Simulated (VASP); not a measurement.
The system is Sr3B.

```
Sr B
1.0
     0.00000    4.30904    4.30904
     4.30904    0.00000    4.30904
     4.30904    4.30904    0.00000
Sr B
3 1
Direct
  0.50000 0.50000 0.50000
  0.25000 0.25000 0.25000
  0.75000 0.75000 0.75000
  0.00000 0.00000 0.00000
```

| Property | Result |
| --- | --- |
| Program | VASP 6.6.1 |
| Task | relaxation of cell and atoms |
| Functional | PBE |
| Potentials or basis | VASP PAW PBE potentials, release 64 (Sr_sv, B) |
| Cutoff | 600 eV |
| k mesh | 4 × 4 × 4 |
| Occupations | gaussian, width 0.1 eV |
| Spin | no spin polarisation |

At the start: pressure -2.1 GPa; volume 40.00 Å³/atom.

Q: Where does the relaxation end?

A: Over 4 steps the energy falls by 49.2 meV/atom and the volume is 33.04 Å³/atom (-17.4 %); space group Fm-3m (No. 225, to 0.05 Å).

The path:
| step | energy change (eV) | largest force (eV/Å) | pressure (GPa) | volume (Å³) |
| --- | --- | --- | --- | --- |
| 1 | 0.0000 | 0.0000 | -2.06 | 160.02 |
| 2 | -0.1253 | 0.0000 | -1.35 | 148.38 |
| 3 | -0.1929 | 0.0000 | -0.36 | 135.98 |
| 4 | -0.1966 | 0.0000 | 0.06 | 132.16 |

Final structure:
```
Sr B
1.0
     0.00000    4.04289    4.04289
     4.04289    0.00000    4.04289
     4.04289    4.04289    0.00000
Sr B
3 1
Direct
  0.50000 0.50000 0.50000
  0.25000 0.25000 0.25000
  0.75000 0.75000 0.75000
  0.00000 0.00000 0.00000
```

Caveat: the volume moved by over 15 % at a fixed basis, so the end points are rough.
